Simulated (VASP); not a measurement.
# Si in VASP: single point with r2SCAN

Aim: the single point of Si with r2SCAN.

Program: VASP 6.6.1. These are calculated values, not measurements. Logs are shortened: lines on timing, memory, paths and dates and some standing lists are left out, and cuts for length are marked.

## 1. The cell of the first run

The typed cell holds 8 atoms: a = 5.140 Å, b = 5.140 Å, c = 5.375 Å, α = 90.00°, β = 90.00°, γ = 56.14°.

## 2. Single point, r2SCAN (strain -0.015 along x and y, +0.000 along z)

Contents of POSCAR:

```
Si
1.0
    4.5351018798     -2.4185112239      0.0000000000
    4.5351018798      2.4185112239      0.0000000000
    0.0000000000      0.0000000000      5.3752767120
Si
8
Direct
    0.4999882949      0.5000117051      0.7708469308
    0.5000117051      0.4999882949      0.2291530692
    0.0000117051      0.9999882949      0.2708469308
    0.9999882949      0.0000117051      0.7291530692
    0.7251470617      0.7251470617      0.5000000000
    0.2251470617      0.2251470617      0.0000000000
    0.2748529383      0.2748529383      0.5000000000
    0.7748529383      0.7748529383      0.0000000000
```

Contents of INCAR.step1:

```
  PREC = Accurate
  ENCUT = 520
  ISMEAR = 0
  SIGMA = 0.15
  LREAL = F
  LASPH = T
  NELM = 100
  NBANDS = 26
  GGA = PE
  ALGO = Normal
  EDIFF = 1E-4
  LWAVE = T
  LCHARG = F
```

Contents of INCAR.step2:

```
  PREC = Accurate
  ENCUT = 520
  EDIFF = 1E-6
  ISMEAR = 0
  SIGMA = 0.15
  LREAL = F
  LASPH = T
  NELM = 100
  ALGO = Normal
  ISIF = 2
  LWAVE = F
  LCHARG = F
  METAGGA = R2SCAN
  LMIXTAU = T
  NBANDS = 26
  ISTART = 1
```

Contents of KPOINTS:

```
Automatic mesh
0
Gamma
  10 10 8
```

Potentials or basis: VASP PAW PBE potentials, release 64 (Si).

Command:

```bash
> cat potpaw_PBE.64/Si/POTCAR > POTCAR
> cp INCAR.step1 INCAR
> mpirun -np 1 vasp_std > vasp.out
> cp INCAR.step2 INCAR
> mpirun -np 1 vasp_std > vasp.out
```

OUTCAR:

```text
PREC = Accurate
   ENCUT = 520
   EDIFF = 1E-6
   ISMEAR = 0
   LREAL = F
   LASPH = T
   NELM = 100
   ISIF = 2
   METAGGA = R2SCAN
   ISTART = 1

 ion  position               nearest neighbor table
   1  0.500  0.500  0.771-   4 2.43   4 2.43   2 2.46   5 2.51   7 2.51   6 2.78   8 2.78   2 2.91

   2  0.500  0.500  0.229-   3 2.43   3 2.43   1 2.46   5 2.51   7 2.51   6 2.78   8 2.78   1 2.91

   3  0.000  1.000  0.271-   2 2.43   2 2.43   4 2.46   6 2.51   8 2.51   7 2.78   5 2.78   4 2.91

   4  1.000  0.000  0.729-   1 2.43   1 2.43   3 2.46   6 2.51   8 2.51   7 2.78   5 2.78   3 2.91

   5  0.725  0.725  0.500-   7 2.46   7 2.46   1 2.51   2 2.51   8 2.73   8 2.73   3 2.78   4 2.78

   6  0.225  0.225  0.000-   8 2.46   8 2.46   3 2.51   4 2.51   7 2.73   7 2.73   1 2.78   2 2.78

   7  0.275  0.275  0.500-   5 2.46   5 2.46   1 2.51   2 2.51   6 2.73   6 2.73   3 2.78   4 2.78

   8  0.775  0.775  0.000-   6 2.46   6 2.46   3 2.51   4 2.51   5 2.73   5 2.73   1 2.78   2 2.78

  LATTYP: Found a base centered orthorhombic cell.
 ALAT       =     4.8370224478
 B/A-ratio  =     1.8751626352
 C/A-ratio  =     1.1112780166

  Lattice vectors:

 A1 = (  -4.5351018798,  -2.4185112239,   0.0000000000)
 A2 = (   4.5351018798,  -2.4185112239,   0.0000000000)
 A3 = (   0.0000000000,   0.0000000000,   5.3752767120)

Analysis of symmetry for initial positions (statically):
=====================================================================
 Subroutine PRICEL returns:
 Original cell was already a primitive cell.

 Routine SETGRP: Setting up the symmetry group for a
 base centered orthorhombic supercell.

 Subroutine GETGRP returns: Found  8 space group operations
 (whereof  4 operations were pure point group operations)
 out of a pool of  8 trial point group operations.

The static configuration has the point symmetry C_2h.
 The point group associated with its full space group is D_2h.

Analysis of symmetry for dynamics (positions and initial velocities):
=====================================================================
 Subroutine PRICEL returns:
 Original cell was already a primitive cell.

 Routine SETGRP: Setting up the symmetry group for a
 base centered orthorhombic supercell.

 Subroutine GETGRP returns: Found  8 space group operations
 (whereof  4 operations were pure point group operations)
 out of a pool of  8 trial point group operations.

The dynamic configuration has the point symmetry C_2h.
 The point group associated with its full space group is D_2h.

 Subroutine INISYM returns: Found  8 space group operations
 (whereof  4 operations are pure point group operations),
 and found     1 'primitive' translations

----------------------------------------------------------------------------------------

                                     Primitive cell

  volume of cell :     117.9142

  direct lattice vectors                    reciprocal lattice vectors
     4.535101880 -2.418511224  0.000000000     0.110251106 -0.206738755  0.000000000
     4.535101880  2.418511224  0.000000000     0.110251106  0.206738755  0.000000000
     0.000000000  0.000000000  5.375276712     0.000000000  0.000000000  0.186036934

  length of vectors
     5.139683414  5.139683414  5.375276712     0.234299423  0.234299423  0.186036934

  position of ions in fractional coordinates (direct lattice)
     0.499988295  0.500011705  0.770846931
     0.500011705  0.499988295  0.229153069
     0.000011705  0.999988295  0.270846931
     0.999988295  0.000011705  0.729153069
     0.725147062  0.725147062  0.500000000
     0.225147062  0.225147062  0.000000000
     0.274852938  0.274852938  0.500000000
     0.774852938  0.774852938  0.000000000

  ion indices of the primitive-cell ions
   primitive index   ion index
                 1           1
                 2           2
                 3           3
                 4           4
                 5           5
                 6           6
                 7           7
                 8           8

----------------------------------------------------------------------------------------

 KPOINTS: Automatic mesh

Automatic generation of k-mesh.
 Grid dimensions read from file:
 generate k-points for:   10   10    8

 Generating k-lattice:

  Cartesian coordinates                     Fractional coordinates (reciprocal lattice)
     0.011025111 -0.020673876  0.000000000     0.100000000 -0.000000000  0.000000000
     0.011025111  0.020673876  0.000000000    -0.000000000  0.100000000  0.000000000
     0.000000000  0.000000000  0.023254617     0.000000000  0.000000000  0.125000000

  Length of vectors
     0.023429942  0.023429942  0.023254617

  Shift w.r.t. Gamma in fractional coordinates (k-lattice)
     0.000000000  0.000000000  0.000000000

 Subroutine IBZKPT returns following result:
 ===========================================

 Found    155 irreducible k-points:

 Following reciprocal coordinates:
            Coordinates               Weight
  0.000000  0.000000  0.000000      1.000000
  0.100000  0.000000  0.000000      4.000000
  0.200000  0.000000  0.000000      4.000000
  0.300000  0.000000  0.000000      4.000000
  0.400000  0.000000  0.000000      4.000000
  0.500000 -0.000000  0.000000      2.000000
[... 16 lines left out ...]
  0.300000  0.300000  0.000000      2.000000
  0.400000  0.300000  0.000000      4.000000
 [... further k-points ...]
   k-points           NKPTS =    155   k-points in BZ     NKDIM =    155   number of bands    NBANDS=     26
   number of dos      NEDOS =    301   number of ions     NIONS =      8
   total plane-waves  NPLWV =  64000
   dimension x,y,z NGX =    40 NGY =   40 NGZ =   40
   dimension x,y,z NGXF=    80 NGYF=   80 NGZF=   80
   ions per type =               8
   NGX,Y,Z   is equivalent  to a cutoff of  12.94, 12.94, 12.37 a.u.
   NGXF,Y,Z  is equivalent  to a cutoff of  25.88, 25.88, 24.74 a.u.
 SYSTEM =  unknown system
   PREC   = accura    normal or accurate (medium, high low for compatibility)
   ISTART =      1    job   : 0-new  1-cont  2-samecut
   ICHARG =      0    charge: 1-file 2-atom 10-const
   ISPIN  =      1    spin polarized calculation?
   LNONCOLLINEAR =      F non collinear calculations
   LSORBIT =      F    spin-orbit coupling
   LASPH  =      T    aspherical Exc in radial PAW
   ENCUT  =  520.0 eV  38.22 Ry    6.18 a.u.   9.56  9.56  9.99*2*pi/ulx,y,z
   NELM   =    100;   NELMIN=  2; NELMDL=  0     # of ELM steps
   EDIFF  = 0.1E-05   stopping-criterion for ELM
   LREAL  =      F    real-space projection
   EDIFFG = 0.1E-04   stopping-criterion for IOM
   NSW    =      0    number of steps for IOM
   IBRION =     -1    ionic relax: 0-MD 1-quasi-New 2-CG
   NFREE  =      0    steps in history (QN), initial steepest desc. (CG)
   ISIF   =      2    stress and relaxation
   ISYM   =      2    0-nonsym 1-usesym 2-fastsym
   POTIM  = 0.5000    time-step for ionic-motion
   TEBEG  =    0.0;   TEEND  =   0.0 temperature during run
   PSTRESS=    0.0 pullay stress
   NELECT =      32.0000    total number of electrons
   NUPDOWN=      -1.0000    fix difference up-down
   EMIN   =  10.00;   EMAX   =-10.00  energy-range for DOS
   EFERMI =   0.00;   METHOD = LEGACY
   ISMEAR =     0;   SIGMA  =   0.15  broadening in eV -4-tet -1-fermi 0-gaus
   EFERMI_NEDOS =   21; number of points for ismear=-14 and -15
   IALGO  =     38    algorithm
   IMIX   =      4    mixing-type and parameters
     AMIX     =   0.40;   BMIX     =  1.00
     AMIX_MAG =   1.60;   BMIX_MAG =  1.00
  volume/ion in A,a.u.               =      14.74        99.47
  Fermi-wavevector in a.u.,A,eV,Ry     =   1.059911  2.002942 15.284946  1.123412
  Thomas-Fermi vector in A             =   2.195274
   LORBIT       =      0    0 simple, 1 ext, 2 COOP (PROOUT), +10 PAW based schemes
   METAGGA = R2SCAN    functional components
   LHFCALC =     F    Hartree Fock is set to
   AEXX    =    0.0000 exact exchange contribution
   IVDW    =     0    specifies the selected vdW correction
   LEPSILON=     F    determine dielectric tensor
   LRPA    =     F    only Hartree local field effects (RPA)
 non-spin polarized calculation
 Gauss-broadening in eV      SIGMA  =   0.15
  energy-cutoff  :      520.00
  volume of cell :      117.91
 maximum number of plane-waves:      3200
 NGX is ok and might be reduce to    40
   NGX = 19   NGY = 19   NGZ = 19

 number of electron      32.0000001 magnetization

 Free energy of the ion-electron system (eV)
  ---------------------------------------------------
  ext. energy  EPLUGINS =         0.00000000
  ---------------------------------------------------
  free energy    TOTEN  =       -66.64764086 eV

  energy without entropy =      -66.61948279  energy(sigma->0) =      -66.63356182

 E-fermi :   9.6400     XC(G=0): -11.6408

 val. band max:        9.6299268045   @ k =   0.3000   0.3000   0.2500
 cond. band min:       9.6448973359   @ k =   0.5000   0.4000   0.0000
 fundamental gap:      0.0149705314
 Fermi energy:         9.6399551397

 k-point     1 :       0.0000    0.0000    0.0000
  band No.  band energies     occupation
      1      -5.2195      2.00000
      2      -0.0349      2.00000
      3      -0.0346      2.00000
      4       1.7195      2.00000
      5       2.0383      2.00000
      6       2.2659      2.00000
[... 18 lines left out ...]
     25      16.5974      0.00000
     26      17.7124      0.00000

 k-point     2 :       0.1000    0.0000    0.0000
  band No.  band energies     occupation
      1      -5.1363      2.00000
      2       0.0438      2.00000
      3       0.0451      2.00000
      4       1.2023      2.00000
      5       1.3625      2.00000
      6       1.9539      2.00000
[... 18 lines left out ...]
     25      16.3943      0.00000
[... 608 lines left out ...]
     25      14.9436      0.00000
     26      15.3969      0.00000

 k-point    24 :       0.4000    0.3000    0.0000
  band No.  band energies     occupation
      1      -4.2509      2.00000
      2      -2.0329      2.00000
      3      -0.0945      2.00000
      4       0.8122      2.00000
      5       0.8764      2.00000
      6       2.9942      2.00000
[... 18 lines left out ...]
     25      14.5630      0.00000
     26      14.7695      0.00000

 [... further k-points ...]

------------------------ aborting loop because EDIFF is reached ----------------------------------------

  FORCE on cell =-STRESS in cart. coord.  units (eV):
  Direction    XX          YY          ZZ          XY          YZ          ZX
  --------------------------------------------------------------------------------------
  -------------------------------------------------------------------------------------
  Total        2.6492187      3.6878885      1.3170146      0.0000000      0.0000000      0.0000000
  in kB       35.9966774     50.1097678     17.8951433      0.0000000      0.0000000      0.0000000
  external PRESSURE =      34.6671962 kB  Pullay stress =       0.0000000 kB

 VOLUME and BASIS-vectors are now :
 -----------------------------------------------------------------------------
  energy-cutoff  :      520.00
  volume of cell :      117.91
      direct lattice vectors                 reciprocal lattice vectors
     4.535101880 -2.418511224  0.000000000     0.110251106 -0.206738755  0.000000000
     4.535101880  2.418511224  0.000000000     0.110251106  0.206738755  0.000000000
     0.000000000  0.000000000  5.375276712     0.000000000  0.000000000  0.186036934

 POSITION                                       TOTAL-FORCE (eV/Angst)
 -----------------------------------------------------------------------------------
      4.53510      0.00006      4.14352         0.000000     -0.000164      0.048852
      4.53510     -0.00006      1.23176         0.000000      0.000164     -0.048852
      4.53510      2.41845      1.45588         0.000000      0.000164      0.048852
      4.53510     -2.41845      3.91940         0.000000     -0.000164     -0.048852
      6.57723      0.00000      2.68764         0.046844     -0.000000      0.000000
      2.04213      0.00000      0.00000         0.046844     -0.000000     -0.000000
      2.49297      0.00000      2.68764        -0.046844     -0.000000      0.000000
      7.02807      0.00000      0.00000        -0.046844     -0.000000      0.000000
 -----------------------------------------------------------------------------------
    total drift:                               -0.000000     -0.000000      0.000000

  FREE ENERGIE OF THE ION-ELECTRON SYSTEM (eV)
  ---------------------------------------------------
  free  energy   TOTEN  =       -66.6476408551 eV

  energy  without entropy=      -66.6194827909  energy(sigma->0) =      -66.63356182
```

It took 30 min on 1 thread of Intel Xeon 8259CL, shared host; peak memory 0.46 GiB.

Results:

```
Free energy            : -66.6476 eV
Pressure               : 3.5 GPa
Largest force          : 0.049 eV/Å
Band gap on the k mesh : zero (bands 16 and 17 overlap by 3.41 eV)
```

Forces on the atoms (eV/Å):
```
Si   0.000  0.000  0.049
Si   0.000  0.000 -0.049
Si   0.000  0.000  0.049
Si   0.000  0.000 -0.049
Si   0.047  0.000  0.000
Si   0.047  0.000  0.000
Si  -0.047  0.000  0.000
Si  -0.047  0.000  0.000
```

Levels at points of the mesh, in eV from the Fermi level:
```csv
k point,band 12,band 13,band 14,band 15,band 16,band 17,band 18,band 19,band 20,band 21
"(0.00, 0.00, 0.00)",-2.77,-2.61,-2.59,-2.38,-2.22,-2.02,-1.99,-1.64,1.42,1.86
"(0.50, 0.00, 0.00)",-3.98,-2.22,-2.22,-0.35,-0.35,2.30,2.30,2.47,2.47,3.38
"(0.50, 0.50, 0.00)",-2.94,-2.76,-2.14,-1.41,0.53,1.32,1.65,1.87,2.72,3.59
"(0.00, 0.00, 0.50)",-4.79,-4.51,-4.51,-3.16,-3.16,2.84,2.84,3.45,3.45,3.85
"(0.50, 0.00, 0.50)",-1.60,-1.20,-1.20,0.10,0.10,0.27,0.27,0.33,0.33,3.12
"(0.50, 0.50, 0.50)",-1.73,-1.44,-1.44,-1.33,-1.33,-0.37,-0.37,2.39,2.39,2.42
```

Caveat: the cell differs from its parent crystal (strain -0.015 along x and y, +0.000 along z); the cell stands under pressure; the PAW data sets were made with another functional, which shifts forces and pressure a little.
